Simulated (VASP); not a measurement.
The system is Ir.

```
Ir
1.0
     2.75138    0.00000    0.00000
    -1.37569    2.38276    0.00000
     0.00000    0.00000    4.46229
Ir
2
Direct
  0.33333 0.66667 0.25000
  0.66667 0.33333 0.75000
```

| Item | Value |
| --- | --- |
| Program | VASP 6.6.1 |
| Task | relaxation of cell and atoms |
| Functional | revPBE |
| Dispersion | D4 |
| Potentials or basis | VASP PAW PBE potentials, release 64 (Ir) |
| Cutoff | 600 eV |
| k mesh | 11 × 11 × 6 |
| Occupations | fermi-dirac, width 0.05 eV |
| Spin | no spin polarisation |

At the start: pressure -13.1 GPa; volume 14.63 Å³/atom.

Q: How do energy, volume and symmetry change on relaxing?

A: Over 4 steps the energy falls by 22.8 meV/atom and the volume is 14.09 Å³/atom (-3.7 %); space group P6_3/mmc (No. 194, to 0.05 Å).

Step by step:
```tsv
step	energy change (eV)	largest force (eV/Å)	pressure (GPa)	volume (Å³)
1	0.0000	0.0000	-13.10	29.25
2	0.7310	0.0000	77.56	24.48
3	-0.0455	0.0000	-1.06	28.24
4	-0.0456	0.0000	0.00	28.18
```

Final structure:
```
Ir
1.0
     2.71761    0.00000    0.00000
    -1.35880    2.35352    0.00000
     0.00000    0.00000    4.40616
Ir
2
Direct
  0.33333 0.66667 0.25000
  0.66667 0.33333 0.75000
```

Caveat: the PAW data sets were made with another functional, which shifts forces and pressure a little; pairwise dispersion overbinds metals, which lowers pressure and volume.
